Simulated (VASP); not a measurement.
# NaHgSe3 (Pm-3m) in VASP: notebook

NaHgSe3 is run at these levels: PBE; tasks: single point, relaxation of cell and atoms.

All numbers are computed with VASP 6.6.1; they aren't measurements. Logs are shortened: lines on timing, memory, paths and dates and some standing lists are left out, and cuts for length are marked.

## (1) The cell of the first run

It takes space group Pm-3m (No. 221, cubic). The conventional cell has a = 5.328 Å, b = 5.328 Å, c = 5.328 Å, α = 90.00°, β = 90.00°, γ = 90.00°. Na (site symmetry m-3m) has 12 Se at 3.77 Å and 8 Hg at 4.61 Å within 4.9 Å. Within 3.5 Å of Hg (site symmetry m-3m) lie 6 Se at 2.66 Å. Se (site symmetry 4/mmm) has 2 Hg at 2.66 Å within 3.5 Å.

## (2) Single point, PBE

INCAR reads:

```
PREC = Accurate ; ENCUT = 520
EDIFF = 1E-6 ; ISMEAR = 0
SIGMA = 0.1 ; LREAL = False
LASPH = True ; NELM = 100
ALGO = Normal ; ISIF = 2
LWAVE = False ; LCHARG = True
GGA = PE ; LELF = True
LVHAR = True ; NBANDS = 26
```

KPOINTS reads:

```
regular mesh
0
Gamma
  8 8 8
```

POSCAR reads:

```
NaHgSe3
1.0
    5.3284601505      0.0000000000      0.0000000000
    0.0000000000      5.3284601505      0.0000000000
    0.0000000000      0.0000000000      5.3284601505
Na Hg Se
1 1 3
Direct
    0.5000000000      0.5000000000      0.5000000000
    0.0000000000      0.0000000000      0.0000000000
    0.5000000000      0.0000000000      0.0000000000
    0.0000000000      0.5000000000      0.0000000000
    0.0000000000      0.0000000000      0.5000000000
```

Potentials or basis: VASP PAW PBE potentials, release 64 (Na_pv, Hg, Se).

Command:

```
$ cat potpaw_PBE.64/Na_pv/POTCAR potpaw_PBE.64/Hg/POTCAR potpaw_PBE.64/Se/POTCAR > POTCAR
$ mpirun -np 1 vasp_std > vasp.out
```

OUTCAR:

```text
PREC = Accurate
   ENCUT = 520
   EDIFF = 1E-6
   ISMEAR = 0
   LREAL = False
   LASPH = True
   NELM = 100
   ISIF = 2
   GGA = PE

 ion  position               nearest neighbor table
   1  0.500  0.500  0.500-
   2  0.000  0.000  0.000-   3 2.66   4 2.66   5 2.66   5 2.66   4 2.66   3 2.66
   3  0.500  0.000  0.000-   2 2.66   2 2.66
   4  0.000  0.500  0.000-   2 2.66   2 2.66
   5  0.000  0.000  0.500-   2 2.66   2 2.66

  LATTYP: Found a simple cubic cell.
 ALAT       =     5.3284601505

  Lattice vectors:

 A1 = (   5.3284601505,   0.0000000000,   0.0000000000)
 A2 = (   0.0000000000,   5.3284601505,   0.0000000000)
 A3 = (   0.0000000000,   0.0000000000,   5.3284601505)

Analysis of symmetry for initial positions (statically):
=====================================================================
 Subroutine PRICEL returns:
 Original cell was already a primitive cell.

 Routine SETGRP: Setting up the symmetry group for a
 simple cubic supercell.

 Subroutine GETGRP returns: Found 48 space group operations
 (whereof 48 operations were pure point group operations)
 out of a pool of 48 trial point group operations.

The static configuration has the point symmetry O_h .

Analysis of symmetry for dynamics (positions and initial velocities):
=====================================================================
 Subroutine PRICEL returns:
 Original cell was already a primitive cell.

 Routine SETGRP: Setting up the symmetry group for a
 simple cubic supercell.

 Subroutine GETGRP returns: Found 48 space group operations
 (whereof 48 operations were pure point group operations)
 out of a pool of 48 trial point group operations.

The dynamic configuration has the point symmetry O_h .

 Subroutine INISYM returns: Found 48 space group operations
 (whereof 48 operations are pure point group operations),
 and found     1 'primitive' translations

----------------------------------------------------------------------------------------

                                     Primitive cell

  volume of cell :     151.2882

  direct lattice vectors                    reciprocal lattice vectors
     5.328460150  0.000000000  0.000000000     0.187671480  0.000000000  0.000000000
     0.000000000  5.328460150  0.000000000     0.000000000  0.187671480  0.000000000
     0.000000000  0.000000000  5.328460150     0.000000000  0.000000000  0.187671480

  length of vectors
[... 89 lines left out ...]
   LREAL  =      F    real-space projection
   EDIFFG = 0.1E-04   stopping-criterion for IOM
   NSW    =      0    number of steps for IOM
   IBRION =     -1    ionic relax: 0-MD 1-quasi-New 2-CG
   NFREE  =      0    steps in history (QN), initial steepest desc. (CG)
   ISIF   =      2    stress and relaxation
   ISYM   =      2    0-nonsym 1-usesym 2-fastsym
   POTIM  = 0.5000    time-step for ionic-motion
   TEBEG  =    0.0;   TEEND  =   0.0 temperature during run
   PSTRESS=    0.0 pullay stress
   NELECT =      37.0000    total number of electrons
   NUPDOWN=      -1.0000    fix difference up-down
   EMIN   =  10.00;   EMAX   =-10.00  energy-range for DOS
   EFERMI =   0.00;   METHOD = LEGACY
   ISMEAR =     0;   SIGMA  =   0.10  broadening in eV -4-tet -1-fermi 0-gaus
   EFERMI_NEDOS =   21; number of points for ismear=-14 and -15
   IALGO  =     38    algorithm
   IMIX   =      4    mixing-type and parameters
     AMIX     =   0.40;   BMIX     =  1.00
     AMIX_MAG =   1.60;   BMIX_MAG =  1.00
  volume/ion in A,a.u.               =      30.26       204.19
  Fermi-wavevector in a.u.,A,eV,Ry     =   1.023781  1.934665 14.260638  1.048127
  Thomas-Fermi vector in A             =   2.157533
   LORBIT       =      0    0 simple, 1 ext, 2 COOP (PROOUT), +10 PAW based schemes
   GGA     = PE    functional components
   LHFCALC =     F    Hartree Fock is set to
   AEXX    =    0.0000 exact exchange contribution
   IVDW    =     0    specifies the selected vdW correction
   LEPSILON=     F    determine dielectric tensor
   LRPA    =     F    only Hartree local field effects (RPA)
 non-spin polarized calculation
 Gauss-broadening in eV      SIGMA  =   0.10
  energy-cutoff  :      520.00
  volume of cell :      151.29
 maximum number of plane-waves:      4094
 NGX is ok and might be reduce to    40
   NGX = 19   NGY = 19   NGZ = 19

 number of electron      36.9999978 magnetization

 Free energy of the ion-electron system (eV)
  ---------------------------------------------------
  ext. energy  EPLUGINS =         0.00000000
  ---------------------------------------------------
  free energy    TOTEN  =       -11.20145366 eV

  energy without entropy =      -11.18122874  energy(sigma->0) =      -11.19134120

 E-fermi :   0.7325     XC(G=0):  -8.2326

 val. band max:        0.7126966083   @ k =   0.5000   0.3750   0.2500
 cond. band min:       0.7324946852   @ k =   0.5000   0.5000   0.2500
 fundamental gap:      0.0197980769
 Fermi energy:         0.7324852925

 k-point     1 :       0.0000    0.0000    0.0000
  band No.  band energies     occupation
      1     -23.2031      2.00000
      2     -23.2031      2.00000
      3     -23.2031      2.00000
      4     -12.1277      2.00000
      5     -11.1433      2.00000
      6     -11.1433      2.00000
[... 685 lines left out ...]
     25       7.1191      0.00000
     26       7.7191      0.00000

 [... further k-points ...]

------------------------ aborting loop because EDIFF is reached ----------------------------------------

  FORCE on cell =-STRESS in cart. coord.  units (eV):
  Direction    XX          YY          ZZ          XY          YZ          ZX
  --------------------------------------------------------------------------------------
  -------------------------------------------------------------------------------------
  Total        0.2324207      0.2324207      0.2324207     -0.0000000     -0.0000000      0.0000000
  in kB        2.4613884      2.4613884      2.4613884     -0.0000000     -0.0000000      0.0000000
  external PRESSURE =       2.4613884 kB  Pullay stress =       0.0000000 kB

 VOLUME and BASIS-vectors are now :
 -----------------------------------------------------------------------------
  energy-cutoff  :      520.00
  volume of cell :      151.29
      direct lattice vectors                 reciprocal lattice vectors
     5.328460150  0.000000000  0.000000000     0.187671480  0.000000000  0.000000000
     0.000000000  5.328460150  0.000000000     0.000000000  0.187671480  0.000000000
     0.000000000  0.000000000  5.328460150     0.000000000  0.000000000  0.187671480

 POSITION                                       TOTAL-FORCE (eV/Angst)
 -----------------------------------------------------------------------------------
      2.66423      2.66423      2.66423         0.000000      0.000000      0.000000
      0.00000      0.00000      0.00000         0.000000      0.000000      0.000000
      2.66423      0.00000      0.00000         0.000000      0.000000      0.000000
      0.00000      2.66423      0.00000         0.000000      0.000000      0.000000
      0.00000      0.00000      2.66423         0.000000      0.000000      0.000000
 -----------------------------------------------------------------------------------
    total drift:                               -0.000000      0.000000     -0.000000

  FREE ENERGIE OF THE ION-ELECTRON SYSTEM (eV)
  ---------------------------------------------------
  free  energy   TOTEN  =       -11.2014536622 eV

  energy  without entropy=      -11.1812287398  energy(sigma->0) =      -11.19134120
```

OSZICAR:

```text
N       E                     dE             d eps       ncg     rms          rms(c)
DAV:   1     0.275380393968E+03    0.27538E+03   -0.16374E+04  1820   0.127E+03
DAV:   2     0.106076184718E+02   -0.26477E+03   -0.25423E+03  2026   0.303E+02
DAV:   3    -0.117628450350E+02   -0.22370E+02   -0.21905E+02  2128   0.908E+01
DAV:   4    -0.122898413752E+02   -0.52700E+00   -0.51411E+00  2132   0.140E+01
DAV:   5    -0.122978493237E+02   -0.80079E-02   -0.80031E-02  2302   0.183E+00    0.827E+00
DAV:   6    -0.112220033753E+02    0.10758E+01   -0.39952E+00  2066   0.184E+01    0.974E+00
DAV:   7    -0.112215185241E+02    0.48485E-03   -0.49045E-01  2148   0.445E+00    0.554E+00
DAV:   8    -0.112036503837E+02    0.17868E-01   -0.51904E-02  1980   0.202E+00    0.866E-01
DAV:   9    -0.112015876209E+02    0.20628E-02   -0.77978E-03  2040   0.775E-01    0.128E-01
DAV:  10    -0.112014973912E+02    0.90230E-04   -0.24371E-03  1970   0.306E-01    0.106E-01
DAV:  11    -0.112014567614E+02    0.40630E-04   -0.12575E-04  2304   0.105E-01    0.531E-02
DAV:  12    -0.112014543812E+02    0.23802E-05   -0.57516E-05  1900   0.524E-02    0.745E-03
DAV:  13    -0.112014536622E+02    0.71903E-06   -0.34781E-06  2276   0.137E-02
   1 F= -.11201454E+02 E0= -.11191341E+02  d E =-.202249E-01
```

It took 52 s on 1 thread of Intel Xeon 6975P-C (Granite Rapids), shared host; peak memory 0.32 GiB.

Results:

```
Free energy : -11.2015 eV
Pressure    : 0.2 GPa
```

Levels at points of the mesh, in eV from the Fermi level:
```
           k point  band 16  band 17  band 18  band 19  band 20  band 21
(0.00, 0.00, 0.00)    -0.50    -0.50    -0.50    -0.22    -0.22    -0.22
(0.50, 0.00, 0.00)    -0.83    -0.76    -0.76    -0.31    -0.31     3.58
(0.50, 0.50, 0.00)    -1.29    -0.71    -0.71     0.53     1.37     4.71
(0.50, 0.50, 0.50)     0.55     0.55     0.55     1.40     1.40     2.99
```

Caveat: spin-orbit coupling is left out, which moves the levels of the heavy elements.

[end of part 1 of 2]
